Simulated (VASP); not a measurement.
# GaF (Pm-3m) in VASP: further runs

GaF is run at these levels: r2SCANh, HSE06; tasks: single point.

All numbers are computed with VASP 6.6.1; they aren't measurements. Logs are shortened: lines on timing, memory, paths and dates and some standing lists are left out, and cuts for length are marked.

## 1. The cell of the first run

It takes space group Pm-3m (No. 221, cubic). Conventional cell: a = 3.228 Å, b = 3.228 Å, c = 3.228 Å, α = 90.00°, β = 90.00°, γ = 90.00°. Ga (site symmetry m-3m) has 8 F at 2.80 Å and 6 Ga at 3.23 Å within 3.7 Å. F (site symmetry m-3m) has 8 Ga at 2.80 Å and 6 F at 3.23 Å within 3.7 Å.

## 2. Single point, r2SCANh

POSCAR reads:

```
GaF
1.0
    3.2280126268      0.0000000000      0.0000000000
    0.0000000000      3.2280126268      0.0000000000
    0.0000000000      0.0000000000      3.2280126268
Ga F
1 1
Direct
    0.0000000000      0.0000000000      0.0000000000
    0.5000000000      0.5000000000      0.5000000000
```

INCAR.step1 reads:

```
SYSTEM = GaF
  PREC = Accurate
  ENCUT = 520
  EDIFF = 1E-5
  ISMEAR = -1
  SIGMA = 0.05
  LREAL = .FALSE.
  LASPH = .TRUE.
  NELM = 80
  ALGO = Normal
  ISIF = 2
  LWAVE = .TRUE.
  LCHARG = .FALSE.
  NBANDS = 17
  GGA = PE
```

INCAR.step2 reads:

```
SYSTEM = GaF
  PREC = Accurate
  ENCUT = 520
  EDIFF = 1E-7
  ISMEAR = -1
  SIGMA = 0.05
  LREAL = .FALSE.
  LASPH = .TRUE.
  NELM = 80
  ALGO = Normal
  ISIF = 2
  LWAVE = .FALSE.
  LCHARG = .FALSE.
  METAGGA = R2SCAN
  LHFCALC = .TRUE.
  AEXX = 0.1
  LMIXTAU = .TRUE.
  PRECFOCK = Normal
  NBANDS = 17
  ISTART = 1
```

KPOINTS reads:

```
Automatic mesh
0
G
  4 4 4
  0 0 0
```

Potentials or basis: VASP PAW PBE potentials, release 64 (Ga_d, F).

Started as:

```
cat potpaw_PBE.64/Ga_d/POTCAR potpaw_PBE.64/F/POTCAR > POTCAR
cp INCAR.step1 INCAR
mpirun -np 1 vasp_std > vasp.out
cp INCAR.step2 INCAR
mpirun -np 1 vasp_std > vasp.out
```

OUTCAR:

```text
SYSTEM = GaF
   PREC = Accurate
   ENCUT = 520
   EDIFF = 1E-7
   ISMEAR = -1
   LREAL = .FALSE.
   LASPH = .TRUE.
   NELM = 80
   ISIF = 2
   METAGGA = R2SCAN
   LHFCALC = .TRUE.
   AEXX = 0.1
   PRECFOCK = Normal
   ISTART = 1

 ion  position               nearest neighbor table
   1  0.000  0.000  0.000-
   2  0.500  0.500  0.500-

  LATTYP: Found a simple cubic cell.
 ALAT       =     3.2280126268

  Lattice vectors:

 A1 = (   3.2280126268,   0.0000000000,   0.0000000000)
 A2 = (   0.0000000000,   3.2280126268,   0.0000000000)
 A3 = (   0.0000000000,   0.0000000000,   3.2280126268)

Analysis of symmetry for initial positions (statically):
=====================================================================
 Subroutine PRICEL returns:
 Original cell was already a primitive cell.

 Routine SETGRP: Setting up the symmetry group for a
 simple cubic supercell.

 Subroutine GETGRP returns: Found 48 space group operations
 (whereof 48 operations were pure point group operations)
 out of a pool of 48 trial point group operations.

The static configuration has the point symmetry O_h .

Analysis of symmetry for dynamics (positions and initial velocities):
=====================================================================
 Subroutine PRICEL returns:
 Original cell was already a primitive cell.

 Routine SETGRP: Setting up the symmetry group for a
 simple cubic supercell.

 Subroutine GETGRP returns: Found 48 space group operations
 (whereof 48 operations were pure point group operations)
 out of a pool of 48 trial point group operations.

The dynamic configuration has the point symmetry O_h .

 Subroutine INISYM returns: Found 48 space group operations
 (whereof 48 operations are pure point group operations),
 and found     1 'primitive' translations

----------------------------------------------------------------------------------------

                                     Primitive cell

  volume of cell :      33.6361

[... 71 lines left out ...]
   ENCUT  =  520.0 eV  38.22 Ry    6.18 a.u.   6.00  6.00  6.00*2*pi/ulx,y,z
   NELM   =     80;   NELMIN=  2; NELMDL=  0     # of ELM steps
   EDIFF  = 0.1E-06   stopping-criterion for ELM
   LREAL  =      F    real-space projection
   EDIFFG = 0.1E-05   stopping-criterion for IOM
   NSW    =      0    number of steps for IOM
   IBRION =     -1    ionic relax: 0-MD 1-quasi-New 2-CG
   NFREE  =      0    steps in history (QN), initial steepest desc. (CG)
   ISIF   =      2    stress and relaxation
   ISYM   =      3    0-nonsym 1-usesym 2-fastsym
   POTIM  = 0.5000    time-step for ionic-motion
   TEBEG  =    0.0;   TEEND  =   0.0 temperature during run
   PSTRESS=    0.0 pullay stress
   NELECT =      20.0000    total number of electrons
   NUPDOWN=      -1.0000    fix difference up-down
   EMIN   =  10.00;   EMAX   =-10.00  energy-range for DOS
   EFERMI =   0.00;   METHOD = LEGACY
   ISMEAR =    -1;   SIGMA  =   0.05  broadening in eV -4-tet -1-fermi 0-gaus
   EFERMI_NEDOS =   21; number of points for ismear=-14 and -15
   IALGO  =     38    algorithm
   IMIX   =      1    mixing-type and parameters
     AMIX     =   0.40;   BMIX     =  1.00
     AMIX_MAG =   1.60;   BMIX_MAG =  1.00
  volume/ion in A,a.u.               =      16.82       113.49
  Fermi-wavevector in a.u.,A,eV,Ry     =   1.376627  2.601448 25.784425  1.895102
  Thomas-Fermi vector in A             =   2.501854
   LORBIT       =      0    0 simple, 1 ext, 2 COOP (PROOUT), +10 PAW based schemes
   METAGGA = R2SCAN    functional components
   LHFCALC =     T    Hartree Fock is set to
   PRECFOCK=normal    Normal, Fast or Accurate (Low or Medium for compatibility)
   ENCUT4O =  -1.0   cutoff for four orbital integrals eV
   NKREDX  =     1    reduce k-point grid by
   NKREDY  =     1    reduce k-point grid by
   NKREDZ  =     1    reduce k-point grid by
   AEXX    =    0.1000 exact exchange contribution
   HFSCREEN=    0.0000 screening length (either q_TF or 0.3 A-1)
   HFSCREENC=   0.0000 screening length for correlation (either q_TF or 0.3 A-1)
   ENCUTFOCK=  -1.0 apply spherical cutoff to Coloumb kernel
   IVDW    =     0    specifies the selected vdW correction
   LEPSILON=     F    determine dielectric tensor
   LRPA    =     F    only Hartree local field effects (RPA)
 non-spin polarized calculation
  energy-cutoff  :      520.00
  volume of cell :       33.64
 maximum number of plane-waves:       925
  NGX = 20; NGY = 20; NGZ = 20

 number of electron      19.9999999 magnetization

 Free energy of the ion-electron system (eV)
  ---------------------------------------------------
  ext. energy  EPLUGINS =         0.00000000
  ---------------------------------------------------
  free energy    TOTEN  =       -17.22897236 eV

  energy without entropy =      -17.22897231  energy(sigma->0) =      -17.22897233

 E-fermi :   2.0219     XC(G=0):  -9.4568

 val. band max:        1.3341114051   @ k =   0.5000   0.5000   0.5000
 cond. band min:       2.7646934387   @ k =   0.5000   0.0000   0.0000
 fundamental gap:      1.4305820336
 Fermi energy:         2.0218832108

 k-point     1 :       0.0000    0.0000    0.0000
  band No.  band energies     occupation
      1     -22.5968      2.00000
      2     -14.2172      2.00000
      3     -14.2172      2.00000
      4     -14.0796      2.00000
      5     -14.0796      2.00000
      6     -14.0796      2.00000
[... 177 lines left out ...]
      4     -14.1653      2.00000
      5     -14.0424      2.00000
      6     -14.0424      2.00000
[... 9 lines left out ...]
     16      14.6342      0.00000
     17      22.9743      0.00000

------------------------ aborting loop because EDIFF is reached ----------------------------------------

  FORCE on cell =-STRESS in cart. coord.  units (eV):
  Direction    XX          YY          ZZ          XY          YZ          ZX
  --------------------------------------------------------------------------------------
  -------------------------------------------------------------------------------------
  Total       -0.7880277     -0.7880277     -0.7880277      0.0000000      0.0000000     -0.0000000
  in kB      -37.5358623    -37.5358623    -37.5358623      0.0000000      0.0000000     -0.0000000
  external PRESSURE =     -37.5358623 kB  Pullay stress =       0.0000000 kB

 VOLUME and BASIS-vectors are now :
 -----------------------------------------------------------------------------
  energy-cutoff  :      520.00
  volume of cell :       33.64
      direct lattice vectors                 reciprocal lattice vectors
     3.228012627  0.000000000  0.000000000     0.309788131  0.000000000  0.000000000
     0.000000000  3.228012627  0.000000000     0.000000000  0.309788131  0.000000000
     0.000000000  0.000000000  3.228012627     0.000000000  0.000000000  0.309788131

 POSITION                                       TOTAL-FORCE (eV/Angst)
 -----------------------------------------------------------------------------------
      0.00000      0.00000      0.00000         0.000000      0.000000      0.000000
      1.61401      1.61401      1.61401         0.000000      0.000000      0.000000
 -----------------------------------------------------------------------------------
    total drift:                                0.000000      0.000001      0.000001

  FREE ENERGIE OF THE ION-ELECTRON SYSTEM (eV)
  ---------------------------------------------------
  free  energy   TOTEN  =       -17.2289723598 eV

  energy  without entropy=      -17.2289723091  energy(sigma->0) =      -17.22897233
```

OUTCAR.step1:

```text
SYSTEM = GaF
   PREC = Accurate
   ENCUT = 520
   EDIFF = 1E-5
   ISMEAR = -1
   LREAL = .FALSE.
[... 404 lines left out ...]
      0.00000      0.00000      0.00000         0.000000      0.000000      0.000000
      1.61401      1.61401      1.61401         0.000000      0.000000      0.000000
 -----------------------------------------------------------------------------------
    total drift:                                0.000000      0.000000     -0.000000

  FREE ENERGIE OF THE ION-ELECTRON SYSTEM (eV)
  ---------------------------------------------------
  free  energy   TOTEN  =        -7.3981997296 eV

  energy  without entropy=       -7.3981749249  energy(sigma->0) =       -7.39818733
```

Wall time 14 min (1 thread of Intel Xeon 8259CL, shared host); peak memory 0.16 GiB.

Results:

```yaml
Free_energy: -17.2290 eV
Pressure: -3.8 GPa
Band_gap_on_the_k_mesh: 1.43 eV (least direct gap 2.29 eV)
```

Caveat: the k points lie up to 0.49 Å⁻¹ apart; the PAW data sets were made with another functional, which shifts forces and pressure a little.

## 3. Single point, r2SCANh

This run uses another cell than the first one, of 15.87 Å³/atom.

POSCAR reads:

```
GaF
1.0
    3.1659200000      0.0000000000      0.0000000000
    0.0000000000      3.1659200000      0.0000000000
    0.0000000000      0.0000000000      3.1659200000
Ga F
1 1
Direct
    0.0000000000      0.0000000000      0.0000000000
    0.5000000000      0.5000000000      0.5000000000
```

INCAR.step1 reads:

```
PREC = Accurate
ENCUT = 520
EDIFF = 1E-5
ISMEAR = -1
SIGMA = 0.05
LREAL = False
LASPH = True
NELM = 60
ALGO = Normal
ISIF = 2
LWAVE = True
LCHARG = False
GGA = PE
NBANDS = 17
```

INCAR.step2 reads:

```
PREC = Accurate
ENCUT = 520
EDIFF = 1E-6
ISMEAR = -1
SIGMA = 0.05
LREAL = False
LASPH = True
NELM = 60
ALGO = Normal
ISIF = 2
LWAVE = False
LCHARG = False
METAGGA = R2SCAN
LHFCALC = True
AEXX = 0.1
LMIXTAU = True
PRECFOCK = Normal
ISTART = 1
NBANDS = 17
```

KPOINTS reads:

```
Automatic mesh
0
Gamma
  5 5 5
```

Potentials or basis: VASP PAW PBE potentials, release 64 (Ga_d, F).

Started as:

```
cat potpaw_PBE.64/Ga_d/POTCAR potpaw_PBE.64/F/POTCAR > POTCAR
cp INCAR.step1 INCAR
mpirun -np 1 vasp_std > vasp.out
cp INCAR.step2 INCAR
mpirun -np 1 vasp_std > vasp.out
```

It took 16 min on 1 thread of Intel Xeon 8259CL, shared host; peak memory 0.16 GiB.

The run converged. Its results:

```
Free energy            : -17.2834 eV
Pressure               : -2.1 GPa
Band gap on the k mesh : 3.02 eV (least direct gap 3.71 eV)
```

Levels at points of the mesh, in eV from the valence-band top:
| k point | band 6 | band 7 | band 8 | band 9 | band 10 | band 11 | band 12 | band 13 | band 14 | band 15 |
| --- | --- | --- | --- | --- | --- | --- | --- | --- | --- | --- |
| (0.00, 0.00, 0.00) | -14.67 | -5.37 | -3.10 | -3.10 | -3.10 | 10.46 | 10.46 | 10.46 | 11.94 | 11.94 |

Caveat: the PAW data sets were made with another functional, which shifts forces and pressure a little; an odd mesh through Γ misses points on the zone boundary, where band edges can lie.

## 4. Single point, HSE06, non-collinear spin, zero start, spin-orbit coupling

This run uses another cell than the first one, of 15.87 Å³/atom.

POSCAR is that of step 3.

INCAR.step1 reads:

```
ALGO     = Normal         # electronic algorithm
EDIFF    = 1E-5           # SCF threshold, eV
ENCUT    = 520            # plane-wave cutoff, eV
GGA      = PE             # functional
GGA_COMPAT= False        
ISIF     = 2              # what is computed and relaxed
ISMEAR   = -1             # smearing method
LASPH    = True           # aspherical terms in the spheres
LCHARG   = False          # write CHGCAR
LORBIT   = 11             # projections on sites
LORBMOM  = True         
LREAL    = False          # projectors in reciprocal space
LSORBIT  = True           # spin-orbit coupling
LWAVE    = True           # write WAVECAR
MAGMOM   = 0 0 0 0 0 0    # initial moments
NBANDS   = 32             # bands
NELM     = 150            # most SCF steps
PREC     = Accurate       # precision mode
SIGMA    = 0.05           # smearing width, eV
```

INCAR.step2 reads:

```
ALGO     = Normal         # electronic algorithm
EDIFF    = 1E-7           # SCF threshold, eV
ENCUT    = 520            # plane-wave cutoff, eV
GGA      = PE             # functional
GGA_COMPAT= False        
HFSCREEN = 0.2079         # screening, 1/A
ISIF     = 2              # what is computed and relaxed
ISMEAR   = -1             # smearing method
ISTART   = 1            
LASPH    = True           # aspherical terms in the spheres
LCHARG   = False          # write CHGCAR
LHFCALC  = True           # exact exchange
LORBIT   = 11             # projections on sites
LORBMOM  = True         
LREAL    = False          # projectors in reciprocal space
LSORBIT  = True           # spin-orbit coupling
LWAVE    = False          # write WAVECAR
MAGMOM   = 0 0 0 0 0 0    # initial moments
NBANDS   = 32             # bands
NELM     = 150            # most SCF steps
PREC     = Accurate       # precision mode
PRECFOCK = Normal       
SIGMA    = 0.05           # smearing width, eV
```

KPOINTS reads:

```
k-points
0
Gamma
  4 4 4
```

Started as:

```
cat potpaw_PBE.64/Ga_d/POTCAR potpaw_PBE.64/F/POTCAR > POTCAR
cp INCAR.step1 INCAR
mpirun -np 1 vasp_ncl > vasp.out
cp INCAR.step2 INCAR
mpirun -np 1 vasp_ncl > vasp.out
```

It took 28 min on 1 thread of Intel Xeon Platinum 8488C (Sapphire Rapids), shared host; peak memory 0.32 GiB.

It converged, with:

- Free energy: -9.1532 eV
- Pressure: 0.2 GPa
- Net moment: 0.00 μB per cell
- Valence electrons inside the program's atomic spheres: Ga 11.34; F 6.08

Moments on the atoms (μB; x, y, z):
```
Ga  0.00 0.00 0.00
F   0.00 0.00 0.00
```

Caveat: the k points lie up to 0.50 Å⁻¹ apart; the PAW data sets were made with another functional, which shifts forces and pressure a little.

## 5. Overview

```tsv
level	spin	cell	k mesh	share of exact exchange	screening parameter	gap on the mesh (eV)	pressure (GPa)
r2SCANh	off	a = 3.228 Å, 2 atoms	4 × 4 × 4	0.1	-	1.43	-3.8
r2SCANh	off	a = 3.166 Å, 2 atoms	5 × 5 × 5	0.1	-	3.02	-2.1
HSE06	non-collinear, zero start, SOC	a = 3.166 Å, 2 atoms	4 × 4 × 4	0.25	0.2079 1/Å	-	0.2
```

Alike in all rows: task single point; potentials or basis VASP PAW PBE potentials, release 64 (Ga_d, F); cutoff (eV) 520; smearing fermi-dirac 0.05 eV.

Caveats: some runs use coarse meshes; the PAW data sets were made with another functional, which shifts forces and pressure a little; an odd mesh through Γ misses points on the zone boundary, where band edges can lie (at least some runs).

Total energies depend on the potentials used, so only differences within one code and one set of settings carry meaning.
